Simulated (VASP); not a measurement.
A run of VASP 6.6.1 is set up as follows.

Contents of INCAR:

```
SYSTEM = Al
PREC     = Accurate       ! precision mode
ENCUT    = 520            ! plane-wave cutoff, eV
EDIFF    = 1E-7           ! SCF threshold, eV
ISMEAR   = 0              ! smearing method
SIGMA    = 0.05           ! smearing width, eV
LREAL    = .FALSE.        ! projectors in reciprocal space
LASPH    = .TRUE.         ! aspherical terms in the spheres
NELM     = 150            ! most SCF steps
ALGO     = Normal         ! electronic algorithm
ISIF     = 2              ! what is computed and relaxed
LWAVE    = .FALSE.        ! write WAVECAR
LCHARG   = .FALSE.        ! write CHGCAR
ISPIN    = 2              ! spin polarisation
MAGMOM   = 0.5 0.5        ! initial moments
LORBIT   = 11             ! projections on sites
GGA      = PE             ! functional
NBANDS   = 14             ! bands
```

KPOINTS

```
regular mesh
0
G
  1 1 14
  0 0 0
```

The input POSCAR:

```
Al
1.0
   10.2000000000      0.0000000000      0.0000000000
    0.0000000000      9.3000000000      0.0000000000
    0.0000000000      0.0000000000      4.6295412881
Al
2
Direct
    0.4432654254      0.5000000000      0.0000000000
    0.5567345746      0.5000000000      0.5000000000
```

Potentials or basis: VASP PAW PBE potentials, release 64 (Al).

Launch:

```sh
$ cat potpaw_PBE.64/Al/POTCAR > POTCAR
$ mpirun -np 1 vasp_std > vasp.out
```

**Question.** Predict the net moment.

**Answer.** 0.69 μB per cell.

**Question.** What does it give for the largest force?

**Answer.** 0.368 eV/Å.

**Question.** Estimate the site moments.

**Answer.** Al +0.05 μB.

Forces in eV/Å, atoms in the order of the input:
```
Al   0.368  0.000  0.000
Al  -0.368  0.000  0.000
```
